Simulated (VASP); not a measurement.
# HfOs3 (Pm-3m) in VASP: single point with PBE

Aim: the single point of HfOs3 with PBE.

All numbers are computed with VASP 6.6.1; they aren't measurements. Logs are shortened: lines on timing, memory, paths and dates and some standing lists are left out, and cuts for length are marked.

## Step 1: The cell of the first run

It takes space group Pm-3m (No. 221, cubic). The conventional cell has a = 3.974 Å, b = 3.974 Å, c = 3.974 Å, α = 90.00°, β = 90.00°, γ = 90.00°. Hf (site symmetry m-3m) has 12 Os at 2.81 Å within 3.7 Å. Within 3.7 Å of Os (site symmetry 4/mmm) lie 4 Hf at 2.81 Å and 8 Os at 2.81 Å.

## Step 2: Single point, PBE

INCAR

```
PREC = Accurate
ENCUT = 520
EDIFF = 1E-6
ISMEAR = 0
SIGMA = 0.1
LREAL = F
LASPH = T
NELM = 80
ALGO = Normal
ISIF = 2
LWAVE = F
LCHARG = F
GGA = PE
NBANDS = 25
```

KPOINTS

```
Automatic mesh
0
Gamma
  7 7 7
```

POSCAR

```
HfOs3
1.0
    3.9735610000      0.0000000000      0.0000000000
    0.0000000000      3.9735610000      0.0000000000
    0.0000000000      0.0000000000      3.9735610000
Hf Os
1 3
Direct
    0.0000000000      0.0000000000      0.0000000000
    0.5000000000      0.5000000000      0.0000000000
    0.5000000000      0.0000000000      0.5000000000
    0.0000000000      0.5000000000      0.5000000000
```

Potentials or basis: VASP PAW PBE potentials, release 64 (Hf_pv, Os).

The run is started by

```
$ cat potpaw_PBE.64/Hf_pv/POTCAR potpaw_PBE.64/Os/POTCAR > POTCAR
$ mpirun -np 1 vasp_std > vasp.out
```

OUTCAR:

```text
PREC = Accurate
   ENCUT = 520
   EDIFF = 1E-6
   ISMEAR = 0
   LREAL = F
   LASPH = T
   NELM = 80
   ISIF = 2
   GGA = PE

 ion  position               nearest neighbor table
   1  0.000  0.000  0.000-   2 2.81   3 2.81   4 2.81   3 2.81   4 2.81   2 2.81   4 2.81   4 2.81
                             2 2.81   3 2.81   3 2.81   2 2.81
   2  0.500  0.500  0.000-   1 2.81   3 2.81   4 2.81   3 2.81   4 2.81   1 2.81   3 2.81   3 2.81
                             1 2.81   4 2.81   4 2.81   1 2.81
   3  0.500  0.000  0.500-   1 2.81   2 2.81   4 2.81   1 2.81   2 2.81   2 2.81   4 2.81   2 2.81
                             1 2.81   4 2.81   1 2.81   4 2.81
   4  0.000  0.500  0.500-   1 2.81   2 2.81   3 2.81   1 2.81   2 2.81   1 2.81   3 2.81   1 2.81
                             2 2.81   3 2.81   2 2.81   3 2.81

  LATTYP: Found a simple cubic cell.
 ALAT       =     3.9735610000

  Lattice vectors:

 A1 = (   3.9735610000,   0.0000000000,   0.0000000000)
 A2 = (   0.0000000000,   3.9735610000,   0.0000000000)
 A3 = (   0.0000000000,   0.0000000000,   3.9735610000)

Analysis of symmetry for initial positions (statically):
=====================================================================
 Subroutine PRICEL returns:
 Original cell was already a primitive cell.

 Routine SETGRP: Setting up the symmetry group for a
 simple cubic supercell.

 Subroutine GETGRP returns: Found 48 space group operations
 (whereof 48 operations were pure point group operations)
 out of a pool of 48 trial point group operations.

The static configuration has the point symmetry O_h .

Analysis of symmetry for dynamics (positions and initial velocities):
=====================================================================
 Subroutine PRICEL returns:
 Original cell was already a primitive cell.

 Routine SETGRP: Setting up the symmetry group for a
 simple cubic supercell.

 Subroutine GETGRP returns: Found 48 space group operations
 (whereof 48 operations were pure point group operations)
 out of a pool of 48 trial point group operations.

The dynamic configuration has the point symmetry O_h .

 Subroutine INISYM returns: Found 48 space group operations
 (whereof 48 operations are pure point group operations),
 and found     1 'primitive' translations

----------------------------------------------------------------------------------------

                                     Primitive cell

  volume of cell :      62.7393

  direct lattice vectors                    reciprocal lattice vectors
     3.973561000  0.000000000  0.000000000     0.251663432  0.000000000  0.000000000
     0.000000000  3.973561000  0.000000000     0.000000000  0.251663432  0.000000000
     0.000000000  0.000000000  3.973561000     0.000000000  0.000000000  0.251663432

  length of vectors
     3.973561000  3.973561000  3.973561000     0.251663432  0.251663432  0.251663432

  position of ions in fractional coordinates (direct lattice)
     0.000000000  0.000000000  0.000000000
     0.500000000  0.500000000  0.000000000
     0.500000000  0.000000000  0.500000000
     0.000000000  0.500000000  0.500000000

  ion indices of the primitive-cell ions
   primitive index   ion index
                 1           1
                 2           2
                 3           3
                 4           4

----------------------------------------------------------------------------------------

 KPOINTS: Automatic mesh

Automatic generation of k-mesh.
 Grid dimensions read from file:
 generate k-points for:    7    7    7

 Generating k-lattice:

  Cartesian coordinates                     Fractional coordinates (reciprocal lattice)
     0.035951919  0.000000000  0.000000000     0.142857143  0.000000000  0.000000000
     0.000000000  0.035951919  0.000000000     0.000000000  0.142857143  0.000000000
     0.000000000  0.000000000  0.035951919     0.000000000  0.000000000  0.142857143

  Length of vectors
     0.035951919  0.035951919  0.035951919

  Shift w.r.t. Gamma in fractional coordinates (k-lattice)
     0.000000000  0.000000000  0.000000000

 Subroutine IBZKPT returns following result:
 ===========================================

 Found     20 irreducible k-points:

 Following reciprocal coordinates:
            Coordinates               Weight
  0.000000  0.000000  0.000000      1.000000
  0.142857  0.000000  0.000000      6.000000
  0.285714  0.000000  0.000000      6.000000
  0.428571  0.000000  0.000000      6.000000
  0.142857  0.142857  0.000000     12.000000
  0.285714  0.142857  0.000000     24.000000
[... 12 lines left out ...]
  0.428571  0.428571  0.285714     24.000000
  0.428571  0.428571  0.428571      8.000000
   k-points           NKPTS =     20   k-points in BZ     NKDIM =     20   number of bands    NBANDS=     25
   number of dos      NEDOS =    301   number of ions     NIONS =      4
   total plane-waves  NPLWV =  27000
   dimension x,y,z NGX =    30 NGY =   30 NGZ =   30
   dimension x,y,z NGXF=    60 NGYF=   60 NGZF=   60
   ions per type =               1   3
   NGX,Y,Z   is equivalent  to a cutoff of  12.55, 12.55, 12.55 a.u.
   NGXF,Y,Z  is equivalent  to a cutoff of  25.10, 25.10, 25.10 a.u.
 SYSTEM =  unknown system
   PREC   = accura    normal or accurate (medium, high low for compatibility)
   ISTART =      0    job   : 0-new  1-cont  2-samecut
   ICHARG =      2    charge: 1-file 2-atom 10-const
   ISPIN  =      1    spin polarized calculation?
   LNONCOLLINEAR =      F non collinear calculations
   LSORBIT =      F    spin-orbit coupling
   LASPH  =      T    aspherical Exc in radial PAW
   ENCUT  =  520.0 eV  38.22 Ry    6.18 a.u.   7.39  7.39  7.39*2*pi/ulx,y,z
   NELM   =     80;   NELMIN=  2; NELMDL= -5     # of ELM steps
   EDIFF  = 0.1E-05   stopping-criterion for ELM
   LREAL  =      F    real-space projection
   EDIFFG = 0.1E-04   stopping-criterion for IOM
   NSW    =      0    number of steps for IOM
   IBRION =     -1    ionic relax: 0-MD 1-quasi-New 2-CG
   NFREE  =      0    steps in history (QN), initial steepest desc. (CG)
   ISIF   =      2    stress and relaxation
   ISYM   =      2    0-nonsym 1-usesym 2-fastsym
   POTIM  = 0.5000    time-step for ionic-motion
   TEBEG  =    0.0;   TEEND  =   0.0 temperature during run
   PSTRESS=    0.0 pullay stress
   NELECT =      34.0000    total number of electrons
   NUPDOWN=      -1.0000    fix difference up-down
   EMIN   =  10.00;   EMAX   =-10.00  energy-range for DOS
   EFERMI =   0.00;   METHOD = LEGACY
   ISMEAR =     0;   SIGMA  =   0.10  broadening in eV -4-tet -1-fermi 0-gaus
   EFERMI_NEDOS =   21; number of points for ismear=-14 and -15
   IALGO  =     38    algorithm
   IMIX   =      4    mixing-type and parameters
     AMIX     =   0.40;   BMIX     =  1.00
     AMIX_MAG =   1.60;   BMIX_MAG =  1.00
  volume/ion in A,a.u.               =      15.68       105.85
  Fermi-wavevector in a.u.,A,eV,Ry     =   1.334713  2.522242 24.238222  1.781459
  Thomas-Fermi vector in A             =   2.463473
   LORBIT       =      0    0 simple, 1 ext, 2 COOP (PROOUT), +10 PAW based schemes
   GGA     = PE    functional components
   LHFCALC =     F    Hartree Fock is set to
   AEXX    =    0.0000 exact exchange contribution
   IVDW    =     0    specifies the selected vdW correction
   LEPSILON=     F    determine dielectric tensor
   LRPA    =     F    only Hartree local field effects (RPA)
 non-spin polarized calculation
 Gauss-broadening in eV      SIGMA  =   0.10
  energy-cutoff  :      520.00
  volume of cell :       62.74
 maximum number of plane-waves:      1743
 NGX is ok and might be reduce to    30
   NGX = 15   NGY = 15   NGZ = 15

 number of electron      34.0000000 magnetization

 Free energy of the ion-electron system (eV)
  ---------------------------------------------------
  ext. energy  EPLUGINS =         0.00000000
  ---------------------------------------------------
  free energy    TOTEN  =       -44.03643220 eV

  energy without entropy =      -44.00458300  energy(sigma->0) =      -44.02050760

 E-fermi :   7.2801     XC(G=0): -13.2843

 val. band max:        7.2618422320   @ k =   0.4286   0.4286   0.2857
 cond. band min:       7.2935296666   @ k =   0.4286   0.4286   0.1429
 fundamental gap:      0.0316874346
 Fermi energy:         7.2801469894

 k-point     1 :       0.0000    0.0000    0.0000
  band No.  band energies     occupation
      1     -22.2573      2.00000
      2     -22.2573      2.00000
      3     -22.2573      2.00000
      4      -1.8459      2.00000
      5       1.3601      2.00000
      6       1.5139      2.00000
[... 17 lines left out ...]
     24      12.7906      0.00000
     25      14.5474      0.00000

 k-point     2 :       0.1429    0.0000    0.0000
  band No.  band energies     occupation
      1     -22.2730      2.00000
      2     -22.2601      2.00000
      3     -22.2601      2.00000
      4      -1.5459      2.00000
      5       1.5314      2.00000
      6       1.6891      2.00000
[... 17 lines left out ...]
     24      12.6207      0.00000
     25      14.5469      0.00000

 k-point     3 :       0.2857    0.0000    0.0000
  band No.  band energies     occupation
      1     -22.3081      2.00000
      2     -22.2664      2.00000
      3     -22.2664      2.00000
      4      -0.6995      2.00000
      5       1.7975      2.00000
      6       2.2263      2.00000
[... 440 lines left out ...]
 k-point    19 :       0.4286    0.4286    0.2857
  band No.  band energies     occupation
      1     -22.3041      2.00000
      2     -22.2984      2.00000
      3     -22.2873      2.00000
      4       1.3846      2.00000
      5       1.7532      2.00000
      6       1.8718      2.00000
[... 17 lines left out ...]
     24      11.7083      0.00000
     25      12.8400      0.00000

 k-point    20 :       0.4286    0.4286    0.4286
  band No.  band energies     occupation
      1     -22.2958      2.00000
      2     -22.2905      2.00000
      3     -22.2905      2.00000
      4       1.2151      2.00000
      5       1.3898      2.00000
      6       1.3898      2.00000
[... 17 lines left out ...]
     24      12.0125      0.00000
     25      12.5523      0.00000

------------------------ aborting loop because EDIFF is reached ----------------------------------------

  FORCE on cell =-STRESS in cart. coord.  units (eV):
  Direction    XX          YY          ZZ          XY          YZ          ZX
  --------------------------------------------------------------------------------------
  -------------------------------------------------------------------------------------
  Total        0.0044890      0.0044890      0.0044890      0.0000000      0.0000000      0.0000000
  in kB        0.1146371      0.1146371      0.1146371      0.0000000      0.0000000      0.0000000
  external PRESSURE =       0.1146371 kB  Pullay stress =       0.0000000 kB

 VOLUME and BASIS-vectors are now :
 -----------------------------------------------------------------------------
  energy-cutoff  :      520.00
  volume of cell :       62.74
      direct lattice vectors                 reciprocal lattice vectors
     3.973561000  0.000000000  0.000000000     0.251663432  0.000000000  0.000000000
     0.000000000  3.973561000  0.000000000     0.000000000  0.251663432  0.000000000
     0.000000000  0.000000000  3.973561000     0.000000000  0.000000000  0.251663432

 POSITION                                       TOTAL-FORCE (eV/Angst)
 -----------------------------------------------------------------------------------
      0.00000      0.00000      0.00000         0.000000      0.000000      0.000000
      1.98678      1.98678      0.00000         0.000000      0.000000      0.000000
      1.98678      0.00000      1.98678         0.000000      0.000000      0.000000
      0.00000      1.98678      1.98678         0.000000      0.000000      0.000000
 -----------------------------------------------------------------------------------
    total drift:                                0.000000      0.000000     -0.000000

  FREE ENERGIE OF THE ION-ELECTRON SYSTEM (eV)
  ---------------------------------------------------
  free  energy   TOTEN  =       -44.0364322036 eV

  energy  without entropy=      -44.0045830016  energy(sigma->0) =      -44.02050760
```

Wall time 14 s (1 thread of Intel Xeon 6975P-C (Granite Rapids), shared host); peak memory 0.17 GiB.

Results:

* Free energy: -44.0364 eV
* Pressure: 0.0 GPa
* Band gap on the k mesh: zero (bands 17 and 18 overlap by 3.60 eV)

Caveat: spin-orbit coupling is left out, which moves the levels of the heavy elements.
